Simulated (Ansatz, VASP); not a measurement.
**One calculation of Fe, two programs**

```
CELL_PARAMETERS angstrom
0.00000 2.37733 2.37733
2.37733 0.00000 2.37733
2.37733 2.37733 0.00000
ATOMIC_POSITIONS crystal
Fe 0.00000 0.00000 0.00000
Fe 0.50000 0.50000 0.50000
```

Alike in both runs: task single point; functional BLYP; k mesh 13 × 13 × 13; occupations fermi-dirac, width 0.05 eV; collinear spin.

|  | VASP | Ansatz |
| --- | --- | --- |
| version | VASP 6.6.1 | Ansatz 0.2.0 |
| potentials or method | VASP PAW PBE potentials, release 64 (Fe), cutoff 520 eV | plane waves (420 eV) with PAW, scalar-relativistic |
| valence electrons in the cell | 16 | 32 |

Ansatz gave:

```
pressure (GPa)                                                : 3.4
net moment per atom (μB)                                      : 0.00
size of the moment on the site where the two differ most (μB) : 2.00
```

**Question.** What did VASP give for the same quantities?

**Answer.** Pressure (GPa): 2.7; net moment per atom (μB): 0.00; size of the moment on the site where the two differ most (μB): 2.05.

VASP's potentials were made for PBE, not for BLYP. Site moments also hang on the region over which each program counts them. With one functional, cell and mesh, what is left measures potentials, basis and numerics. VASP's potentials hold 16 valence electrons a cell and Ansatz's 32, so a difference there can come from the potentials and not from the codes.
